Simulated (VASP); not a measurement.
# Pb (P6_3/mmc) in VASP: a series of runs, part 2 of 2

VASP 6.6.1. The steps go on from the part before.

**3. Single point, r2SCAN (strain +0.080 along x and y, -0.080 along z)**

POSCAR reads:

```
Pb
1.0
    3.7584007458      0.0000000000      0.0000000000
   -1.8792003729      3.2548705235      0.0000000000
    0.0000000000      0.0000000000      5.1428000000
Pb
2
Direct
    0.3333333333      0.6666666667      0.2500000000
    0.6666666667      0.3333333333      0.7500000000
```

INCAR.step1 reads:

```
SYSTEM = Pb
  PREC = Accurate
  ENCUT = 520
  ISMEAR = 0
  SIGMA = 0.15
  LREAL = .FALSE.
  LASPH = .TRUE.
  NELM = 60
  NBANDS = 21
  GGA = PE
  ALGO = Normal
  EDIFF = 1E-4
  LWAVE = .TRUE.
  LCHARG = .FALSE.
```

INCAR.step2 reads:

```
SYSTEM = Pb
  PREC = Accurate
  ENCUT = 520
  EDIFF = 1E-7
  ISMEAR = 0
  SIGMA = 0.15
  LREAL = .FALSE.
  LASPH = .TRUE.
  NELM = 60
  ALGO = Normal
  ISIF = 2
  LWAVE = .FALSE.
  LCHARG = .FALSE.
  METAGGA = R2SCAN
  LMIXTAU = .TRUE.
  NBANDS = 21
  ISTART = 1
```

KPOINTS reads:

```
Automatic mesh
0
G
  18 18 10
  0 0 0
```

Potentials or basis: VASP PAW PBE potentials, release 64 (Pb_d).

The run is started by

```bash
$ cat potpaw_PBE.64/Pb_d/POTCAR > POTCAR
$ cp INCAR.step1 INCAR
$ mpirun -np 1 vasp_std > vasp.out
$ cp INCAR.step2 INCAR
$ mpirun -np 1 vasp_std > vasp.out
```

OUTCAR:

```text
SYSTEM = Pb
   PREC = Accurate
   ENCUT = 520
   EDIFF = 1E-7
   ISMEAR = 0
   LREAL = .FALSE.
   LASPH = .TRUE.
   NELM = 60
   ISIF = 2
   METAGGA = R2SCAN
   ISTART = 1

 ion  position               nearest neighbor table
   1  0.333  0.667  0.250-   2 3.36   2 3.36   2 3.36   2 3.36   2 3.36   2 3.36
   2  0.667  0.333  0.750-   1 3.36   1 3.36   1 3.36   1 3.36   1 3.36   1 3.36

  LATTYP: Found a hexagonal cell.
 ALAT       =     3.7584007458
 C/A-ratio  =     1.3683479618

  Lattice vectors:

 A1 = (   3.7584007458,   0.0000000000,   0.0000000000)
 A2 = (  -1.8792003729,   3.2548705235,   0.0000000000)
 A3 = (   0.0000000000,   0.0000000000,   5.1428000000)

Analysis of symmetry for initial positions (statically):
=====================================================================
 Subroutine PRICEL returns:
 Original cell was already a primitive cell.

 Routine SETGRP: Setting up the symmetry group for a
 hexagonal supercell.

 Subroutine GETGRP returns: Found 24 space group operations
 (whereof 12 operations were pure point group operations)
 out of a pool of 24 trial point group operations.

The static configuration has the point symmetry D_3d.
 The point group associated with its full space group is D_6h.

Analysis of symmetry for dynamics (positions and initial velocities):
=====================================================================
 Subroutine PRICEL returns:
 Original cell was already a primitive cell.

 Routine SETGRP: Setting up the symmetry group for a
 hexagonal supercell.

 Subroutine GETGRP returns: Found 24 space group operations
 (whereof 12 operations were pure point group operations)
 out of a pool of 24 trial point group operations.

The dynamic configuration has the point symmetry D_3d.
 The point group associated with its full space group is D_6h.

 Subroutine INISYM returns: Found 24 space group operations
 (whereof 12 operations are pure point group operations),
 and found     1 'primitive' translations

----------------------------------------------------------------------------------------

                                     Primitive cell

  volume of cell :      62.9124

  direct lattice vectors                    reciprocal lattice vectors
     3.758400746  0.000000000  0.000000000     0.266070616  0.153615942  0.000000000
    -1.879200373  3.254870524  0.000000000     0.000000000  0.307231883  0.000000000
     0.000000000  0.000000000  5.142800000     0.000000000  0.000000000  0.194446605

  length of vectors
     3.758400746  3.758400746  5.142800000     0.307231883  0.307231883  0.194446605

  position of ions in fractional coordinates (direct lattice)
     0.333333333  0.666666667  0.250000000
     0.666666667  0.333333333  0.750000000

  ion indices of the primitive-cell ions
   primitive index   ion index
                 1           1
                 2           2

----------------------------------------------------------------------------------------

 KPOINTS: Automatic mesh

Automatic generation of k-mesh.
 Grid dimensions read from file:
 generate k-points for:   18   18   10

 Generating k-lattice:

  Cartesian coordinates                     Fractional coordinates (reciprocal lattice)
     0.014781701  0.008534219  0.000000000     0.055555556  0.000000000  0.000000000
     0.000000000  0.017068438  0.000000000     0.000000000  0.055555556  0.000000000
     0.000000000  0.000000000  0.019444660     0.000000000  0.000000000  0.100000000

  Length of vectors
     0.017068438  0.017068438  0.019444660

  Shift w.r.t. Gamma in fractional coordinates (k-lattice)
     0.000000000  0.000000000  0.000000000

 Subroutine IBZKPT returns following result:
 ===========================================

 Found    222 irreducible k-points:

 Following reciprocal coordinates:
            Coordinates               Weight
  0.000000  0.000000  0.000000      1.000000
  0.055556  0.000000  0.000000      6.000000
  0.111111  0.000000  0.000000      6.000000
  0.166667  0.000000  0.000000      6.000000
  0.222222  0.000000  0.000000      6.000000
  0.277778  0.000000  0.000000      6.000000
[... 16 lines left out ...]
  0.333333  0.111111  0.000000     12.000000
  0.388889  0.111111  0.000000     12.000000
 [... further k-points ...]
   k-points           NKPTS =    222   k-points in BZ     NKDIM =    222   number of bands    NBANDS=     21
   number of dos      NEDOS =    301   number of ions     NIONS =      2
   total plane-waves  NPLWV =  31360
   dimension x,y,z NGX =    28 NGY =   28 NGZ =   40
   dimension x,y,z NGXF=    56 NGYF=   56 NGZF=   80
   ions per type =               2
   NGX,Y,Z   is equivalent  to a cutoff of  12.39, 12.39, 12.93 a.u.
   NGXF,Y,Z  is equivalent  to a cutoff of  24.77, 24.77, 25.86 a.u.
 SYSTEM =  Pb
   PREC   = accura    normal or accurate (medium, high low for compatibility)
   ISTART =      1    job   : 0-new  1-cont  2-samecut
   ICHARG =      0    charge: 1-file 2-atom 10-const
   ISPIN  =      1    spin polarized calculation?
   LNONCOLLINEAR =      F non collinear calculations
   LSORBIT =      F    spin-orbit coupling
   LASPH  =      T    aspherical Exc in radial PAW
   ENCUT  =  520.0 eV  38.22 Ry    6.18 a.u.   6.99  6.99  9.56*2*pi/ulx,y,z
   NELM   =     60;   NELMIN=  2; NELMDL=  0     # of ELM steps
   EDIFF  = 0.1E-06   stopping-criterion for ELM
   LREAL  =      F    real-space projection
   EDIFFG = 0.1E-05   stopping-criterion for IOM
   NSW    =      0    number of steps for IOM
   IBRION =     -1    ionic relax: 0-MD 1-quasi-New 2-CG
   NFREE  =      0    steps in history (QN), initial steepest desc. (CG)
   ISIF   =      2    stress and relaxation
   ISYM   =      2    0-nonsym 1-usesym 2-fastsym
   POTIM  = 0.5000    time-step for ionic-motion
   TEBEG  =    0.0;   TEEND  =   0.0 temperature during run
   PSTRESS=    0.0 pullay stress
   NELECT =      28.0000    total number of electrons
   NUPDOWN=      -1.0000    fix difference up-down
   EMIN   =  10.00;   EMAX   =-10.00  energy-range for DOS
   EFERMI =   0.00;   METHOD = LEGACY
   ISMEAR =     0;   SIGMA  =   0.15  broadening in eV -4-tet -1-fermi 0-gaus
   EFERMI_NEDOS =   21; number of points for ismear=-14 and -15
   IALGO  =     38    algorithm
   IMIX   =      4    mixing-type and parameters
     AMIX     =   0.40;   BMIX     =  1.00
     AMIX_MAG =   1.60;   BMIX_MAG =  1.00
  volume/ion in A,a.u.               =      31.46       212.28
  Fermi-wavevector in a.u.,A,eV,Ry     =   1.249919  2.362005 21.256364  1.562299
  Thomas-Fermi vector in A             =   2.383938
   LORBIT       =      0    0 simple, 1 ext, 2 COOP (PROOUT), +10 PAW based schemes
   METAGGA = R2SCAN    functional components
   LHFCALC =     F    Hartree Fock is set to
   AEXX    =    0.0000 exact exchange contribution
   IVDW    =     0    specifies the selected vdW correction
   LEPSILON=     F    determine dielectric tensor
   LRPA    =     F    only Hartree local field effects (RPA)
 non-spin polarized calculation
 Gauss-broadening in eV      SIGMA  =   0.15
  energy-cutoff  :      520.00
  volume of cell :       62.91
 maximum number of plane-waves:      1717
 NGX is ok and might be reduce to    28
   NGX = 13   NGY = 13   NGZ = 19

 number of electron      28.0000004 magnetization

 Free energy of the ion-electron system (eV)
  ---------------------------------------------------
  ext. energy  EPLUGINS =         0.00000000
  ---------------------------------------------------
  free energy    TOTEN  =      -112.40563665 eV

  energy without entropy =     -112.39088346  energy(sigma->0) =     -112.39826006

 E-fermi :   6.8319     XC(G=0): -10.7004

 val. band max:        6.8288323375   @ k =   0.1667   0.1111   0.1000
 cond. band min:       6.8363545450   @ k =   0.4444   0.1111   0.0000
 fundamental gap:      0.0075222075
 Fermi energy:         6.8318974367

 k-point     1 :       0.0000    0.0000    0.0000
  band No.  band energies     occupation
      1     -10.9319      2.00000
      2     -10.9150      2.00000
      3     -10.9150      2.00000
      4     -10.8624      2.00000
      5     -10.8624      2.00000
      6     -10.8318      2.00000
[... 13 lines left out ...]
     20      15.8734      0.00000
     21      18.4281      0.00000
[... 529 lines left out ...]
 k-point    24 :       0.3889    0.1111    0.0000
  band No.  band energies     occupation
      1     -11.0285      2.00000
      2     -11.0070      2.00000
      3     -10.9279      2.00000
      4     -10.8740      2.00000
      5     -10.7614      2.00000
      6     -10.7268      2.00000
[... 13 lines left out ...]
     20      14.3888      0.00000
     21      18.8044      0.00000

 [... further k-points ...]

------------------------ aborting loop because EDIFF is reached ----------------------------------------

  FORCE on cell =-STRESS in cart. coord.  units (eV):
  Direction    XX          YY          ZZ          XY          YZ          ZX
  --------------------------------------------------------------------------------------
  -------------------------------------------------------------------------------------
  Total       -0.2664539     -0.2664539      1.0738279      0.0000000     -0.0000000      0.0000000
  in kB       -6.7857236     -6.7857236     27.3469449      0.0000000     -0.0000000      0.0000000
  external PRESSURE =       4.5918326 kB  Pullay stress =       0.0000000 kB

 VOLUME and BASIS-vectors are now :
 -----------------------------------------------------------------------------
  energy-cutoff  :      520.00
  volume of cell :       62.91
      direct lattice vectors                 reciprocal lattice vectors
     3.758400746  0.000000000  0.000000000     0.266070616  0.153615942  0.000000000
    -1.879200373  3.254870524  0.000000000     0.000000000  0.307231883  0.000000000
     0.000000000  0.000000000  5.142800000     0.000000000  0.000000000  0.194446605

 POSITION                                       TOTAL-FORCE (eV/Angst)
 -----------------------------------------------------------------------------------
     -0.00000      2.16991      1.28570         0.000000     -0.000000      0.000000
      1.87920      1.08496      3.85710        -0.000000      0.000000      0.000000
 -----------------------------------------------------------------------------------
    total drift:                               -0.000000      0.000000      0.000000

  FREE ENERGIE OF THE ION-ELECTRON SYSTEM (eV)
  ---------------------------------------------------
  free  energy   TOTEN  =      -112.4056366462 eV

  energy  without entropy=     -112.3908834648  energy(sigma->0) =     -112.39826006
```

Run time: 7.1 min. Hardware: 1 thread of Intel Xeon 6975P-C (Granite Rapids), shared host; peak memory 0.36 GiB.

What came out:

- Free energy: -112.4056 eV
- Pressure: 0.5 GPa
- Band gap on the k mesh: zero (bands 14 and 15 overlap by 6.74 eV)

Stress tensor (GPa, compression positive):
```
-0.68  0.00  0.00
 0.00 -0.68  0.00
 0.00  0.00  2.73
```

Levels at points of the mesh, in eV from the Fermi level:
```csv
k point,band 12,band 13,band 14,band 15,band 16,band 17
"(0.00, 0.00, 0.00)",-6.88,-3.69,3.61,3.61,6.02,6.02
"(0.50, 0.00, 0.00)",-7.72,-2.18,-0.46,-0.13,0.69,2.07
"(0.00, 0.00, 0.50)",-10.53,2.75,2.75,4.82,4.82,4.82
"(0.50, 0.00, 0.50)",-8.15,-3.73,-3.73,2.57,2.57,4.24
```

Caveat: the cell differs from its parent crystal (strain +0.080 along x and y, -0.080 along z); the PAW data sets were made with another functional, which shifts forces and pressure a little; spin-orbit coupling is left out, which moves the levels of the heavy elements.

**4. Single point, r2SCAN (strain +0.000 along x and y, +0.080 along z)**

POSCAR reads:

```
Pb
1.0
    3.4800006906      0.0000000000      0.0000000000
   -1.7400003453      3.0137690032      0.0000000000
    0.0000000000      0.0000000000      6.0372000000
Pb
2
Direct
    0.3333333333      0.6666666667      0.2500000000
    0.6666666667      0.3333333333      0.7500000000
```

INCAR.step1 reads:

```
SYSTEM = Pb
  ALGO = Normal
  EDIFF = 1E-4
  ENCUT = 520
  GGA = PE
  ISMEAR = 0
  LASPH = .True.
  LCHARG = .False.
  LREAL = .False.
  LWAVE = .True.
  NBANDS = 21
  NELM = 80
  PREC = Accurate
  SIGMA = 0.15
```

INCAR.step2 reads:

```
SYSTEM = Pb
  ALGO = Normal
  EDIFF = 1E-6
  ENCUT = 520
  ISIF = 2
  ISMEAR = 0
  ISTART = 1
  LASPH = .True.
  LCHARG = .True.
  LELF = .True.
  LMIXTAU = .True.
  LREAL = .False.
  LVHAR = .True.
  LWAVE = .False.
  METAGGA = R2SCAN
  NBANDS = 21
  NELM = 80
  PREC = Accurate
  SIGMA = 0.15
```

KPOINTS reads:

```
k-points
0
Gamma
  18 18 10
  0 0 0
```

Potentials or basis: VASP PAW PBE potentials, release 64 (Pb_d).

The run is started by

```bash
$ cat potpaw_PBE.64/Pb_d/POTCAR > POTCAR
$ cp INCAR.step1 INCAR
$ mpirun -np 1 vasp_std > vasp.out
$ cp INCAR.step2 INCAR
$ mpirun -np 1 vasp_std > vasp.out
```

OUTCAR:

```text
SYSTEM = Pb
   EDIFF = 1E-6
   ENCUT = 520
   ISIF = 2
   ISMEAR = 0
   ISTART = 1
   LASPH = .True.
   LREAL = .False.
   METAGGA = R2SCAN
   NELM = 80
   PREC = Accurate

 ion  position               nearest neighbor table
   1  0.333  0.667  0.250-   2 3.63   2 3.63   2 3.63   2 3.63   2 3.63   2 3.63
   2  0.667  0.333  0.750-   1 3.63   1 3.63   1 3.63   1 3.63   1 3.63   1 3.63

  LATTYP: Found a hexagonal cell.
 ALAT       =     3.4800006906
 C/A-ratio  =     1.7348272419

  Lattice vectors:

 A1 = (   3.4800006906,   0.0000000000,   0.0000000000)
 A2 = (  -1.7400003453,   3.0137690032,   0.0000000000)
 A3 = (   0.0000000000,   0.0000000000,   6.0372000000)

Analysis of symmetry for initial positions (statically):
=====================================================================
 Subroutine PRICEL returns:
 Original cell was already a primitive cell.

 Routine SETGRP: Setting up the symmetry group for a
 hexagonal supercell.

 Subroutine GETGRP returns: Found 24 space group operations
 (whereof 12 operations were pure point group operations)
 out of a pool of 24 trial point group operations.

The static configuration has the point symmetry D_3d.
 The point group associated with its full space group is D_6h.
[... 160 lines left out ...]

  energy without entropy =     -112.51237830  energy(sigma->0) =     -112.51875948

 E-fermi :   6.7499     XC(G=0): -10.6917

 val. band max:        6.7439115468   @ k =   0.3333   0.1667   0.2000
 cond. band min:       6.7833705177   @ k =   0.2222   0.1667   0.2000
 fundamental gap:      0.0394589710
 Fermi energy:         6.7498966895

 k-point     1 :       0.0000    0.0000    0.0000
  band No.  band energies     occupation
      1     -10.9924      2.00000
      2     -10.9898      2.00000
      3     -10.9471      2.00000
      4     -10.9471      2.00000
      5     -10.9323      2.00000
      6     -10.9323      2.00000
[... 565 lines left out ...]
     20      15.3602      0.00000
     21      18.8384      0.00000

 [... further k-points ...]

------------------------ aborting loop because EDIFF is reached ----------------------------------------

  FORCE on cell =-STRESS in cart. coord.  units (eV):
  Direction    XX          YY          ZZ          XY          YZ          ZX
  --------------------------------------------------------------------------------------
  -------------------------------------------------------------------------------------
  Total       -0.0834282     -0.0834282     -0.7925325      0.0000000     -0.0000000      0.0000000
  in kB       -2.1110505     -2.1110505    -20.0540823      0.0000000     -0.0000000      0.0000000
  external PRESSURE =      -8.0920611 kB  Pullay stress =       0.0000000 kB

 VOLUME and BASIS-vectors are now :
 -----------------------------------------------------------------------------
  energy-cutoff  :      520.00
  volume of cell :       63.32
      direct lattice vectors                 reciprocal lattice vectors
     3.480000691  0.000000000  0.000000000     0.287356265  0.165905217  0.000000000
    -1.740000345  3.013769003  0.000000000     0.000000000  0.331810434  0.000000000
     0.000000000  0.000000000  6.037200000     0.000000000  0.000000000  0.165639701

 POSITION                                       TOTAL-FORCE (eV/Angst)
 -----------------------------------------------------------------------------------
     -0.00000      2.00918      1.50930        -0.000000      0.000000      0.000000
      1.74000      1.00459      4.52790         0.000000     -0.000000      0.000000
 -----------------------------------------------------------------------------------
    total drift:                               -0.000000      0.000000     -0.000000

  FREE ENERGIE OF THE ION-ELECTRON SYSTEM (eV)
  ---------------------------------------------------
  free  energy   TOTEN  =      -112.5251406518 eV

  energy  without entropy=     -112.5123783011  energy(sigma->0) =     -112.51875948
```

OUTCAR.step1:

```text
SYSTEM = Pb
   EDIFF = 1E-4
   ENCUT = 520
   GGA = PE
   ISMEAR = 0
   LASPH = .True.
   LREAL = .False.
[... 800 lines left out ...]
     -0.00000      2.00918      1.50930         0.000000      0.000000      0.000000
      1.74000      1.00459      4.52790        -0.000000     -0.000000      0.000000
 -----------------------------------------------------------------------------------
    total drift:                               -0.000000      0.000000     -0.000000

  FREE ENERGIE OF THE ION-ELECTRON SYSTEM (eV)
  ---------------------------------------------------
  free  energy   TOTEN  =        -7.0943396561 eV

  energy  without entropy=       -7.0805091873  energy(sigma->0) =       -7.08742442
```

OSZICAR.step1:

```text
N       E                     dE             d eps       ncg     rms          rms(c)
DAV:   1     0.294984808653E+03    0.29498E+03   -0.14268E+04  9329   0.161E+03
DAV:   2     0.142042252728E+02   -0.28078E+03   -0.27418E+03  9384   0.405E+02
DAV:   3    -0.644024248075E+01   -0.20644E+02   -0.20412E+02 11344   0.136E+02
DAV:   4    -0.708374206358E+01   -0.64350E+00   -0.64319E+00 11173   0.275E+01
DAV:   5    -0.711508630835E+01   -0.31344E-01   -0.31344E-01 12635   0.554E+00    0.702E-01
DAV:   6    -0.709834822249E+01    0.16738E-01   -0.37032E-02 12458   0.244E+00    0.358E-01
DAV:   7    -0.709439127680E+01    0.39569E-02   -0.13934E-02 12695   0.154E+00    0.130E-01
DAV:   8    -0.709435770406E+01    0.33573E-04   -0.11704E-03 12054   0.473E-01    0.197E-02
DAV:   9    -0.709433965613E+01    0.18048E-04   -0.49142E-05  6077   0.115E-01
   1 F= -.70943397E+01 E0= -.70874244E+01  d E =-.138305E-01
```

Run time: 6.4 min. Hardware: 1 thread of Intel Xeon 6975P-C (Granite Rapids), shared host; peak memory 0.36 GiB.

Results:

* Free energy: -112.5251 eV
* Pressure: -0.8 GPa
* Band gap on the k mesh: zero (bands 14 and 15 overlap by 8.19 eV)

Levels at points of the mesh, in eV from the Fermi level:
| k point | band 11 | band 12 | band 13 | band 14 | band 15 | band 16 | band 17 | band 18 |
| --- | --- | --- | --- | --- | --- | --- | --- | --- |
| (0.00, 0.00, 0.00) | -12.02 | -8.97 | -4.26 | 6.24 | 6.24 | 6.36 | 7.80 | 7.80 |
| (0.50, 0.00, 0.00) | -8.40 | -7.32 | -3.20 | -1.94 | -0.43 | 1.83 | 2.55 | 5.53 |
| (0.00, 0.00, 0.50) | -10.94 | -10.94 | 0.09 | 0.09 | 6.97 | 6.97 | 6.97 | 6.97 |
| (0.50, 0.00, 0.50) | -7.75 | -7.75 | -3.68 | -3.68 | 3.12 | 3.12 | 3.74 | 3.74 |

Caveat: the cell differs from its parent crystal (strain +0.000 along x and y, +0.080 along z); the PAW data sets were made with another functional, which shifts forces and pressure a little; spin-orbit coupling is left out, which moves the levels of the heavy elements.

**5. Overview**

```csv
cell,gap on the mesh (eV),pressure (GPa)
"a = 3.758, b = 3.758, c = 6.037 Å, angles 90.0, 90.0, 120.0°, 2 atoms",none,-5.1
"a = 3.758, b = 3.758, c = 5.143 Å, angles 90.0, 90.0, 120.0°, 2 atoms",none,0.5
"a = 3.480, b = 3.480, c = 6.037 Å, angles 90.0, 90.0, 120.0°, 2 atoms",none,-0.8
```

Alike in all rows: task single point; level r2SCAN; potentials or basis VASP PAW PBE potentials, release 64 (Pb_d); no spin polarisation; k mesh 18 × 18 × 10; cutoff (eV) 520; smearing gaussian 0.15 eV.

Caveats: the PAW data sets were made with another functional, which shifts forces and pressure a little; spin-orbit coupling is left out, which moves the levels of the heavy elements; the cell stands under tension (at least some runs).

Absolute energies hang on the potentials; compare differences alone.
